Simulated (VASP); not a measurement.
# Au (I4/mmm) in VASP: notebook, part 2 of 2

VASP 6.6.1. The steps go on from the part before.

### 4 Single point, PBE (biaxial strain in the a-b plane: -1.0 %, then relaxed in part)

The input, INCAR:

```
  PREC = Accurate
  ENCUT = 520
  EDIFF = 1E-7
  ISMEAR = 0
  SIGMA = 0.1
  LREAL = F
  LASPH = T
  NELM = 80
  ALGO = Fast
  ISIF = 2
  LWAVE = F
  LCHARG = F
  GGA = PE
  NBANDS = 18
```

The input, KPOINTS:

```
regular mesh
0
Gamma
  18 18 12
```

The input, POSCAR:

```
Au
1.0
    2.0581585985      2.0581585985      0.0000000000
   -2.0581585985      2.0581585985      0.0000000000
    0.0000000000      0.0000000000      4.2260751853
Au
2
Direct
    0.0000000000      0.0000000000      0.0000000000
    0.5000000000      0.5000000000      0.5000000000
```

Potentials or basis: VASP PAW PBE potentials, release 64 (Au).

Started as:

```sh
cat potpaw_PBE.64/Au/POTCAR > POTCAR
mpirun -np 1 vasp_std > vasp.out
```

OUTCAR:

```text
PREC = Accurate
   ENCUT = 520
   EDIFF = 1E-7
   ISMEAR = 0
   LREAL = F
   LASPH = T
   NELM = 80
   ISIF = 2
   GGA = PE

 ion  position               nearest neighbor table
   1  0.000  0.000  0.000-   2 2.95   2 2.95   2 2.95   2 2.95   2 2.95   2 2.95   2 2.95   2 2.95

   2  0.500  0.500  0.500-   1 2.95   1 2.95   1 2.95   1 2.95   1 2.95   1 2.95   1 2.95   1 2.95

  LATTYP: Found a simple tetragonal cell.
 ALAT       =     2.9106758035
 C/A-ratio  =     1.4519223268

  Lattice vectors:

 A1 = (   2.0581585985,   2.0581585985,   0.0000000000)
 A2 = (  -2.0581585985,   2.0581585985,   0.0000000000)
 A3 = (   0.0000000000,   0.0000000000,   4.2260751853)

Analysis of symmetry for initial positions (statically):
=====================================================================
 Subroutine PRICEL returns following result:

  LATTYP: Found a body centered tetragonal cell.
 ALAT       =     2.9106758035
 C/A-ratio  =     1.4519223268

  Lattice vectors:

 A1 = (   2.0581585985,   0.0000000000,  -2.1130375927)
[... 176 lines left out ...]

 Free energy of the ion-electron system (eV)
  ---------------------------------------------------
  ext. energy  EPLUGINS =         0.00000000
  ---------------------------------------------------
  free energy    TOTEN  =        -6.43986014 eV

  energy without entropy =       -6.43663753  energy(sigma->0) =       -6.43824883

 E-fermi :   8.6707     XC(G=0): -12.4234

 val. band max:        8.6572884789   @ k =   0.4444   0.3889   0.0833
 cond. band min:       8.6716237178   @ k =   0.2778   0.2778   0.5000
 fundamental gap:      0.0143352389
 Fermi energy:         8.6707280438

 k-point     1 :       0.0000    0.0000    0.0000
  band No.  band energies     occupation
      1      -0.6710      2.00000
      2       2.0261      2.00000
      3       2.3335      2.00000
      4       4.0932      2.00000
      5       4.3136      2.00000
      6       4.3136      2.00000
[... 481 lines left out ...]
      5       4.0694      2.00000
      6       4.3922      2.00000
[... 10 lines left out ...]
     17      22.0652      0.00000
     18      25.7419      0.00000

 [... further k-points ...]
[... 5 lines left out ...]
  --------------------------------------------------------------------------------------
  -------------------------------------------------------------------------------------
  Total        0.1583957      0.1583957     -0.0411522      0.0000000      0.0000000     -0.0000000
  in kB        7.0880882      7.0880882     -1.8415309      0.0000000      0.0000000     -0.0000000
  external PRESSURE =       4.1115485 kB  Pullay stress =       0.0000000 kB

 VOLUME and BASIS-vectors are now :
 -----------------------------------------------------------------------------
  energy-cutoff  :      520.00
  volume of cell :       35.80
      direct lattice vectors                 reciprocal lattice vectors
     2.058158598  2.058158598  0.000000000     0.242935603  0.242935603  0.000000000
    -2.058158598  2.058158598  0.000000000    -0.242935603  0.242935603  0.000000000
     0.000000000  0.000000000  4.226075185     0.000000000  0.000000000  0.236626173

 POSITION                                       TOTAL-FORCE (eV/Angst)
 -----------------------------------------------------------------------------------
      0.00000      0.00000      0.00000        -0.000000     -0.000000      0.000000
      0.00000      2.05816      2.11304         0.000000      0.000000     -0.000000
 -----------------------------------------------------------------------------------
    total drift:                               -0.000000      0.000000     -0.000000

  FREE ENERGIE OF THE ION-ELECTRON SYSTEM (eV)
  ---------------------------------------------------
  free  energy   TOTEN  =        -6.4398601382 eV

  energy  without entropy=       -6.4366375304  energy(sigma->0) =       -6.43824883
```

stdout:

```text
POSCAR found type information on POSCAR Au
 POSCAR found :  1 types and       2 ions
 scaLAPACK will be used
 LDA part: xc-table for (Slater+PW92), standard interpolation
 POSCAR, INCAR and KPOINTS ok, starting setup
 FFT: planning ... GRIDC
 FFT: planning ... GRID_SOFT
 FFT: planning ... GRID
 WAVECAR not read
 entering main loop
```

It took 2 min on 1 thread of Intel Xeon Platinum 8488C (Sapphire Rapids), shared host; peak memory 0.31 GiB.

Results:

```yaml
Free_energy: -6.4399 eV
Pressure: 0.4 GPa
Band_gap_on_the_k_mesh: zero (band 11 reaches 13.41 eV, above the bottom of band 12 at 6.20 eV)
```

Levels at points of the mesh, in eV from the Fermi level:
```csv
k point,band 9,band 10,band 11,band 12,band 13,band 14
"(0.00, 0.00, 0.00)",-1.98,-1.66,-1.66,0.88,5.00,10.18
"(0.50, 0.00, 0.00)",-3.00,-3.00,-0.20,-0.20,7.93,7.93
"(0.50, 0.50, 0.00)",-1.56,-1.56,1.31,1.31,5.59,5.59
"(0.00, 0.00, 0.50)",-3.24,-3.24,-2.47,-2.47,14.53,14.53
"(0.50, 0.00, 0.50)",-1.90,-1.90,-0.72,-0.72,2.82,2.82
"(0.50, 0.50, 0.50)",-1.55,-1.55,4.69,4.69,6.11,6.11
```

Caveat: the cell differs from its parent crystal (biaxial strain in the a-b plane: -1.0 %, then relaxed in part); spin-orbit coupling is left out, which moves the levels of the heavy elements.

### 5 Overview

```csv
cell,further INCAR settings,gap on the mesh (eV),pressure (GPa)
"a = 2.881, b = 2.881, c = 4.300 Å, 2 atoms",ALGO = Fast; EDIFF = 1e-06; NBANDS = 18,none,0.9
"a = 2.852, b = 2.852, c = 4.377 Å, 2 atoms",ALGO = Fast; EDIFF = 1e-06; NBANDS = 18,none,1.4
"a = 2.911, b = 2.911, c = 4.226 Å, 2 atoms",ALGO = Fast; EDIFF = 1e-07; NBANDS = 18,none,0.4
```

Alike in all rows: task single point; level PBE; potentials or basis VASP PAW PBE potentials, release 64 (Au); no spin polarisation; k mesh 18 × 18 × 12; cutoff (eV) 520; smearing gaussian 0.1 eV.

Caveats: spin-orbit coupling is left out, which moves the levels of the heavy elements.

Absolute energies hang on the potentials; compare differences alone.
